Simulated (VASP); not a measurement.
Runs of VASP 6.6.1 on Ge. The structure is that of space group Fd-3m (No. 227), or close to it. The cells are those of the table. 

```tsv
task	cell	gap on the mesh (eV)	pressure (GPa)
single point	a = 4.021, b = 4.021, c = 4.000 Å, angles 60.2, 60.2, 59.7°, 2 atoms	none	(a)
electric field gradients	a = 3.961, b = 3.961, c = 4.000 Å, angles 59.7, 59.7, 60.7°, 2 atoms	-	0.2
single point	a = 4.021, b = 4.021, c = 4.040 Å, angles 59.8, 59.8, 60.3°, 2 atoms	-	-2.4
electric field gradients	a = 4.014 Å, angles 60.0°, 2 atoms	none	-1.8
electric field gradients	a = 4.021, b = 4.021, c = 4.000 Å, angles 60.2, 60.2, 59.7°, 2 atoms	none	-1.8
single point	a = 3.961, b = 3.961, c = 3.920 Å, angles 60.3, 60.3, 59.3°, 2 atoms	0.13	1.9
single point	a = 4.041, b = 4.041, c = 4.000 Å, angles 60.3, 60.3, 59.3°, 2 atoms	none	(b)
electric field gradients	a = 4.079 Å, angles 60.0°, 2 atoms	none	-4.5
```

Alike in all rows: level LDA; potentials or basis VASP PAW LDA potentials, release 64 (Ge_d); no spin polarisation; k mesh 10 × 10 × 10; cutoff (eV) 520; smearing fermi-dirac 0.05 eV.

Question: Estimate the missing entries.

Answer: (a) -1.7; (b) -2.3.

Caveats: semilocal functionals underestimate gaps, so a narrow gap can read as zero (at least some runs); the cell stands under tension (at least some runs).

A k mesh can miss the band edges, and the runs leave out spin-orbit coupling on Ge.

A gap of «none» marks levels without a gap at the run's occupations.
